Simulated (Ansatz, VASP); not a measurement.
**Two plane-wave programs on KBr**

INCAR

```
  PREC = Accurate
  ENCUT = 520
  EDIFF = 1E-7
  ISMEAR = 1
  SIGMA = 0.01
  LREAL = False
  LASPH = True
  NELM = 100
  ALGO = Normal
  ISIF = 2
  LWAVE = False
  LCHARG = False
  GGA = PE
  NBANDS = 15
```

KPOINTS

```
Automatic mesh
0
Gamma
  4 4 4
```

Contents of POSCAR:

```
KBr
1.0
   -0.0242900000      3.3333800000      3.3340700000
    3.3419900000     -0.0061400000      3.3159300000
    3.3214300000      3.2946800000      0.0144100000
K Br
1 1
Direct
    0.9705600000      0.0155700000      0.9679800000
    0.5050677591      0.4698104877      0.5106826762
```

Input for Ansatz:

```yaml
crystal:
  lattice:
    - [-0.02429, 3.33338, 3.33407]
    - [3.34199, -0.00614, 3.31593]
    - [3.32143, 3.29468, 0.01441]
  atoms:
    - { symbol: K, position: [0.97056, 0.01557, 0.96798] }
    - { symbol: Br, position: [0.5050677591072286, 0.4698104876848427, 0.5106826762360932] }
basis:
  ecutwfc: 540.0
  xc_grid: 2
kpoints:
  mp_grid:
    grid: [4, 4, 4]
hamiltonian:
  xc: pbe
scf:
  convergence:
    dr2_threshold: 1.0e-09
  occupations:
    method: cold
    width: 0.01
output:
  forces: true
  stress: true
```

Alike in both runs: task single point; functional PBE; k mesh 4 × 4 × 4; no spin polarisation.

|  | VASP | Ansatz |
| --- | --- | --- |
| version | VASP 6.6.1 | Ansatz 0.2.0 |
| potentials or method | VASP PAW PBE potentials, release 64 (K_sv, Br), cutoff 520 eV | plane waves, PAW |
| occupations | methfessel-paxton of order 1, width 0.01 eV | cold, width 0.01 eV |
| valence electrons in the cell | 16 | 16 |

```csv
,VASP,Ansatz,Ansatz less VASP
pressure (GPa),0.7,0.7,-0.04
"traceless stress, the component that is largest in VASP (GPa)",0.95,0.94,-0.014
rms of the force components (eV/Å),0.208,0.205,-0.0032
```

Atom by atom the forces differ by 0.003 eV/Å (rms over components). Ansatz's warnings: stress scf threshold loose.
